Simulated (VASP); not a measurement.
Here is a VASP 6.6.1 calculation.

File INCAR:

```
SYSTEM = C
  ALGO = Normal
  EDIFF = 1E-6
  EDIFFG = -0.002
  ENCUT = 600
  GGA = PS
  IBRION = 2
  ISIF = 3
  ISMEAR = 0
  LASPH = .True.
  LCHARG = .False.
  LREAL = .False.
  LWAVE = .False.
  NELM = 60
  NSW = 100
  PREC = Accurate
  PSTRESS = 100.0
  SIGMA = 0.01
```

File KPOINTS:

```
k-points
0
Gamma
  10 10 10
  0 0 0
```

File POSCAR:

```
C
1.0
    0.0000000000      1.7769046376      1.7769046376
    1.7769046376      0.0000000000      1.7769046376
    1.7769046376      1.7769046376      0.0000000000
C
2
Direct
    0.5000000000      0.5000000000      0.5000000000
    0.7500000000      0.7500000000      0.7500000000
```

Potentials or basis: VASP PAW PBE potentials, release 64 (C).

Run with:

```console
$ cat potpaw_PBE.64/C/POTCAR > POTCAR
$ mpirun -np 1 vasp_std > vasp.out
```

(1) Predict the relaxed volume.

(2) Estimate the band gap on the k mesh.

(3) Estimate the relaxed cell.

(4) Predict the space group after relaxing (to 0.05 Å).

Answers

(1) 5.50 Å³/atom.

(2) 4.10 eV, indirect (least direct gap 5.63 eV).

(3) a = 2.496 Å, b = 2.496 Å, c = 2.496 Å, α = 60.00°, β = 60.00°, γ = 60.00°.

(4) Fd-3m (No. 227).

Caveat: the cell is relaxed towards a set pressure, so the enthalpy falls and the energy may rise; the PAW data sets were made with another functional, which shifts forces and pressure a little.
